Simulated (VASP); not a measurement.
# Si3H2C4 in VASP: relaxation of the atoms with PBEsol

Aim: the relaxation of the atoms of Si3H2C4 with PBEsol.

Program: VASP 6.6.1. These are calculated values, not measurements. Logs are shortened: lines on timing, memory, paths and dates and some standing lists are left out, and cuts for length are marked.

**1. The cell of the first run**

The cell holds a slab with vacuum, 18 atoms: a = 6.161 Å, b = 3.081 Å, c = 20.037 Å, α = 90.00°, β = 90.00°, γ = 90.00°.

**2. Relaxation of the atoms, PBEsol**

Contents of INCAR:

```
SYSTEM = Si3H2C4
  PREC = Accurate
  ENCUT = 520
  EDIFF = 1E-6
  ISMEAR = 0
  SIGMA = 0.05
  LREAL = Auto
  LASPH = .True.
  NELM = 100
  ALGO = Normal
  ISIF = 2
  LWAVE = .False.
  LCHARG = .False.
  LDIPOL = .True.
  IDIPOL = 3
  DIPOL = 0.5 0.5 0.351
  GGA = PS
  IBRION = 2
  NSW = 50
  EDIFFG = -0.03
```

Contents of KPOINTS:

```
regular mesh
0
Gamma
  4 8 1
  0 0 0
```

Contents of POSCAR:

```
Si3H2C4
1.0
    6.1612406585      0.0000000000      0.0000000000
    0.0000000000      3.0806203293      0.0000000000
    0.0000000000      0.0000000000     20.0373883794
C Si H
8 6 4
Selective dynamics
Direct
    0.5000000000      0.5000000000      0.2321862369  F F F
    0.0000000000      0.5000000000      0.2321862369  F F F
    0.7500000000      0.0000000000      0.3408993827  F F F
    0.2500000000      0.0000000000      0.3408993827  F F F
    0.0000000000      0.5000000000      0.4599216050  T T T
    0.5000000000      0.5000000000      0.4412154331  T T T
    0.3878695791      0.0000000000      0.5467955156  T T F
    0.6121304209      0.0000000000      0.5467955156  T T F
    0.2500000000      0.5000000000      0.2865428098  F F F
    0.7500000000      0.5000000000      0.2865428098  F F F
    0.5000000000      0.0000000000      0.3915692722  T T T
    0.0000000000      0.0000000000      0.3995846483  T T T
    0.7234662979      0.5000000000      0.5059672534  T T T
    0.2765337021      0.5000000000      0.5059672534  T T T
    0.5000000000      0.2248963861      0.1983620084  F F F
    0.5000000000      0.7751036139      0.1983620084  F F F
    0.0000000000      0.7747262802      0.1982371399  F F F
    0.0000000000      0.2252737198      0.1982371399  F F F
```

Potentials or basis: VASP PAW PBE potentials, release 64 (C, Si, H).

Command:

```bash
> cat potpaw_PBE.64/C/POTCAR potpaw_PBE.64/Si/POTCAR potpaw_PBE.64/H/POTCAR > POTCAR
> mpirun -np 1 vasp_std > vasp.out
```

OUTCAR:

```text
SYSTEM = Si3H2C4
   PREC = Accurate
   ENCUT = 520
   EDIFF = 1E-6
   ISMEAR = 0
   LREAL = Auto
   LASPH = .True.
   NELM = 100
   ISIF = 2
   GGA = PS
   IBRION = 2
   NSW = 50
   EDIFFG = -0.03

 ion  position               nearest neighbor table
   1  0.500  0.500  0.232-  15 1.09  16 1.09   9 1.89  10 1.89
   2  0.000  0.500  0.232-  17 1.09  18 1.09   9 1.89  10 1.89
   3  0.750  0.000  0.341-  11 1.84  10 1.89  10 1.89  12 1.94
   4  0.250  0.000  0.341-  11 1.84   9 1.89   9 1.89  12 1.94
   5  0.000  0.500  0.460-  13 1.94  14 1.94  12 1.96  12 1.96
   6  0.500  0.500  0.441-  11 1.83  11 1.83  14 1.89  13 1.89
   7  0.388  0.000  0.547-   8 1.38  14 1.87  14 1.87
   8  0.612  0.000  0.547-   7 1.38  13 1.87  13 1.87
   9  0.250  0.500  0.287-   1 1.89   2 1.89   4 1.89   4 1.89  11 3.03  11 3.03  10 3.08  10 3.08
                            12 3.14  12 3.14
  10  0.750  0.500  0.287-   1 1.89   2 1.89   3 1.89   3 1.89  11 3.03  11 3.03   9 3.08   9 3.08
                            12 3.14  12 3.14
  11  0.500  0.000  0.392-   6 1.83   6 1.83   3 1.84   4 1.84  10 3.03   9 3.03   9 3.03  10 3.03
                            12 3.08  12 3.08  13 3.09  13 3.09  14 3.09  14 3.09
  12  0.000  0.000  0.400-   3 1.94   4 1.94   5 1.96   5 1.96  11 3.08  11 3.08  13 3.13  13 3.13
                            14 3.13  14 3.13  10 3.14   9 3.14  10 3.14   9 3.14
  13  0.723  0.500  0.506-   8 1.87   8 1.87   6 1.89   5 1.94  14 2.75  11 3.09  11 3.09  12 3.13
                            12 3.13
  14  0.277  0.500  0.506-   7 1.87   7 1.87   6 1.89   5 1.94  13 2.75  11 3.09  11 3.09  12 3.13
                            12 3.13
  15  0.500  0.225  0.198-   1 1.09
  16  0.500  0.775  0.198-   1 1.09
  17  0.000  0.775  0.198-   2 1.09
  18  0.000  0.225  0.198-   2 1.09

  LATTYP: Found a simple orthorhombic cell.
 ALAT       =     3.0806203293
 B/A-ratio  =     2.0000000000
 C/A-ratio  =     6.5043355680

  Lattice vectors:

 A1 = (   0.0000000000,  -3.0806203293,   0.0000000000)
 A2 = (   6.1612406585,   0.0000000000,   0.0000000000)
 A3 = (   0.0000000000,   0.0000000000,  20.0373883794)

Analysis of symmetry for initial positions (statically):
=====================================================================
 Subroutine PRICEL returns:
 Original cell was already a primitive cell.

 Routine SETGRP: Setting up the symmetry group for a
 simple orthorhombic supercell.

 Subroutine GETGRP returns: Found  4 space group operations
 (whereof  4 operations were pure point group operations)
 out of a pool of  8 trial point group operations.

The static configuration has the point symmetry C_2v.

Analysis of symmetry for dynamics (positions and initial velocities):
=====================================================================
 Subroutine PRICEL returns:
 Original cell was already a primitive cell.

 Routine SETGRP: Setting up the symmetry group for a
 simple orthorhombic supercell.

 Subroutine GETGRP returns: Found  4 space group operations
 (whereof  4 operations were pure point group operations)
 out of a pool of  8 trial point group operations.

The dynamic configuration has the point symmetry C_2v.

Analysis of constrained symmetry for selective dynamics:
=====================================================================
 Subroutine PRICEL returns:
 Original cell was already a primitive cell.

 Routine SETGRP: Setting up the symmetry group for a
 simple orthorhombic supercell.

 Subroutine GETGRP returns: Found  4 space group operations
 (whereof  4 operations were pure point group operations)
 out of a pool of  8 trial point group operations.

The constrained configuration has the point symmetry C_2v.

 Subroutine INISYM returns: Found  4 space group operations
 (whereof  4 operations are pure point group operations),
 and found     1 'primitive' translations

----------------------------------------------------------------------------------------

                                     Primitive cell

  volume of cell :     380.3185

  direct lattice vectors                    reciprocal lattice vectors
     6.161240658  0.000000000  0.000000000     0.162304973  0.000000000  0.000000000
     0.000000000  3.080620329  0.000000000     0.000000000  0.324609946  0.000000000
[... 69 lines left out ...]

 Found     15 irreducible k-points:

 Following reciprocal coordinates:
            Coordinates               Weight
  0.000000  0.000000  0.000000      1.000000
  0.250000  0.000000  0.000000      2.000000
  0.500000  0.000000  0.000000      1.000000
  0.000000  0.125000  0.000000      2.000000
  0.250000  0.125000  0.000000      4.000000
  0.500000  0.125000  0.000000      2.000000
  0.000000  0.250000  0.000000      2.000000
  0.250000  0.250000  0.000000      4.000000
  0.500000  0.250000  0.000000      2.000000
  0.000000  0.375000  0.000000      2.000000
  0.250000  0.375000  0.000000      4.000000
  0.500000  0.375000  0.000000      2.000000
  0.000000  0.500000  0.000000      1.000000
  0.250000  0.500000  0.000000      2.000000
  0.500000  0.500000  0.000000      1.000000
   k-points           NKPTS =     15   k-points in BZ     NKDIM =     15   number of bands    NBANDS=     40
   number of dos      NEDOS =    301   number of ions     NIONS =     18
   total plane-waves  NPLWV = 172800
   dimension x,y,z NGX =    48 NGY =   24 NGZ =  150
   dimension x,y,z NGXF=    96 NGYF=   48 NGZF=  300
   ions per type =               8   6   4
   NGX,Y,Z   is equivalent  to a cutoff of  12.95, 12.95, 12.45 a.u.
   NGXF,Y,Z  is equivalent  to a cutoff of  25.90, 25.90, 24.89 a.u.
 SYSTEM =  Si3H2C4
   PREC   = accura    normal or accurate (medium, high low for compatibility)
   ISTART =      0    job   : 0-new  1-cont  2-samecut
   ICHARG =      2    charge: 1-file 2-atom 10-const
   ISPIN  =      1    spin polarized calculation?
   LNONCOLLINEAR =      F non collinear calculations
   LSORBIT =      F    spin-orbit coupling
   LASPH  =      T    aspherical Exc in radial PAW
   ENCUT  =  520.0 eV  38.22 Ry    6.18 a.u.  11.46  5.73 37.26*2*pi/ulx,y,z
   NELM   =    100;   NELMIN=  2; NELMDL= -5     # of ELM steps
   EDIFF  = 0.1E-05   stopping-criterion for ELM
   LREAL  =      T    real-space projection
   EDIFFG = -.3E-01   stopping-criterion for IOM
   NSW    =     50    number of steps for IOM
   IBRION =      2    ionic relax: 0-MD 1-quasi-New 2-CG
   NFREE  =      1    steps in history (QN), initial steepest desc. (CG)
   ISIF   =      2    stress and relaxation
   ISYM   =      2    0-nonsym 1-usesym 2-fastsym
   POTIM  = 0.5000    time-step for ionic-motion
   TEBEG  =    0.0;   TEEND  =   0.0 temperature during run
   PSTRESS=    0.0 pullay stress
   NELECT =      60.0000    total number of electrons
   NUPDOWN=      -1.0000    fix difference up-down
   EMIN   =  10.00;   EMAX   =-10.00  energy-range for DOS
   EFERMI =   0.00;   METHOD = LEGACY
   ISMEAR =     0;   SIGMA  =   0.05  broadening in eV -4-tet -1-fermi 0-gaus
   EFERMI_NEDOS =   21; number of points for ismear=-14 and -15
   IALGO  =     38    algorithm
   IMIX   =      4    mixing-type and parameters
     AMIX     =   0.40;   BMIX     =  1.00
     AMIX_MAG =   1.60;   BMIX_MAG =  1.00
  volume/ion in A,a.u.               =      21.13       142.58
  Fermi-wavevector in a.u.,A,eV,Ry     =   0.884591  1.671636 10.646588  0.782502
  Thomas-Fermi vector in A             =   2.005512
   LORBIT       =      0    0 simple, 1 ext, 2 COOP (PROOUT), +10 PAW based schemes
   GGA     = PS    functional components
   LHFCALC =     F    Hartree Fock is set to
   AEXX    =    0.0000 exact exchange contribution
   IVDW    =     0    specifies the selected vdW correction
   LEPSILON=     F    determine dielectric tensor
   LRPA    =     F    only Hartree local field effects (RPA)
 conjugate gradient relaxation of ions
 non-spin polarized calculation
 Gauss-broadening in eV      SIGMA  =   0.05
  energy-cutoff  :      520.00
  volume of cell :      380.32
 maximum number of plane-waves:     10275
 NGX is ok and might be reduce to    48
   NGX = 23   NGY = 11   NGZ = 75

 dipolmoment           0.000000      0.000000     -0.000116 electrons x Angstroem

--------------------------------------- Ionic step        1  -------------------------------------------

 number of electron      59.9999999 magnetization

 Free energy of the ion-electron system (eV)
  ---------------------------------------------------
  ext. energy  EPLUGINS =         0.00000000
  ---------------------------------------------------
  free energy    TOTEN  =      -123.83242342 eV

  energy without entropy =     -123.83155046  energy(sigma->0) =     -123.83198694

------------------------ aborting loop because EDIFF is reached ----------------------------------------

  FORCE on cell =-STRESS in cart. coord.  units (eV):
  Direction    XX          YY          ZZ          XY          YZ          ZX
  --------------------------------------------------------------------------------------
  -------------------------------------------------------------------------------------
  Total       -3.5377241     14.4708076     -1.2892720      0.0000000      0.0000000      0.0000000
  in kB      -14.9034590     60.9615338     -5.4313484      0.0000000      0.0000000      0.0000000
  external PRESSURE =      13.5422422 kB  Pullay stress =       0.0000000 kB
[... 91 lines left out ...]
--------------------------------------- Ionic step        3  -------------------------------------------

 number of electron      59.9999999 magnetization

 dipolmoment           0.000000      0.000000      0.150353 electrons x Angstroem

 Free energy of the ion-electron system (eV)
  ---------------------------------------------------
  ext. energy  EPLUGINS =         0.00000000
  ---------------------------------------------------
  free energy    TOTEN  =      -123.83250690 eV

  energy without entropy =     -123.83163964  energy(sigma->0) =     -123.83207327

 E-fermi :   0.9011     XC(G=0):  -5.2523

 val. band max:        0.8435452833   @ k =   0.2500   0.0000   0.0000
 cond. band min:       0.9457147027   @ k =   0.5000   0.0000   0.0000
 fundamental gap:      0.1021694194
 Fermi energy:         0.9010961723

 k-point     1 :       0.0000    0.0000    0.0000
  band No.  band energies     occupation
      1     -15.7908      2.00000
      2     -14.8134      2.00000
      3     -13.4474      2.00000
      4     -12.5547      2.00000
      5     -12.2757      2.00000
      6     -12.2581      2.00000
[... 634 lines left out ...]
     39       5.5545      0.00000
     40       5.8355      0.00000

------------------------ aborting loop because EDIFF is reached ----------------------------------------

 vacuum level on the upper side and lower side of the slab       (xc-potential included)         0.689        -0.706

  FORCE on cell =-STRESS in cart. coord.  units (eV):
  Direction    XX          YY          ZZ          XY          YZ          ZX
  --------------------------------------------------------------------------------------
  -------------------------------------------------------------------------------------
  Total       -3.6403671     14.4726344     -1.2857838      0.0000000      0.0000000      0.0000000
  in kB      -15.3358659     60.9692297     -5.4166535      0.0000000      0.0000000      0.0000000
  external PRESSURE =      13.4055701 kB  Pullay stress =       0.0000000 kB
[... 33 lines left out ...]
  FREE ENERGIE OF THE ION-ELECTRON SYSTEM (eV)
  ---------------------------------------------------
  free  energy   TOTEN  =      -123.8325068986 eV

  energy  without entropy=     -123.8316396351  energy(sigma->0) =     -123.83207327

 reached required accuracy - stopping structural energy minimisation

 vacuum level on the upper side and lower side of the slab         5.644         4.213
```

Wall time 14 min (1 thread of Intel Xeon Platinum 8259CL at 2.50GHz (Skylake/Cascade Lake), shared host); peak memory 0.53 GiB.

What came out:

```yaml
Free_energy: -123.8325 eV
Energy_gained_by_relaxing: 0.0 meV/atom
Ionic_steps: 3
Band_gap_on_the_k_mesh: zero (bands 30 and 31 overlap by 0.20 eV)
```

Final structure:
```
C Si H
1.0
     6.16124    0.00000    0.00000
     0.00000    3.08062    0.00000
     0.00000    0.00000   20.03739
C Si H
8 6 4
Cartesian
  3.0806 1.5403 4.6524
  0.0000 1.5403 4.6524
  4.6209 0.0000 6.8307
  1.5403 0.0000 6.8307
  0.0000 1.5403 9.2159
  3.0806 1.5403 8.8406
  2.3888 0.0000 10.9564
  3.7725 0.0000 10.9564
  1.5403 1.5403 5.7416
  4.6209 1.5403 5.7416
  3.0806 0.0000 7.8460
  0.0000 0.0000 8.0066
  4.4576 1.5403 10.1383
  1.7036 1.5403 10.1383
  3.0806 0.6928 3.9747
  3.0806 2.3878 3.9747
  0.0000 2.3866 3.9722
  0.0000 0.6940 3.9722
```

Caveat: the PAW data sets were made with another functional, which shifts forces and pressure a little.

The gap in the log of VASP goes by the Fermi energy; the results here count the filled bands.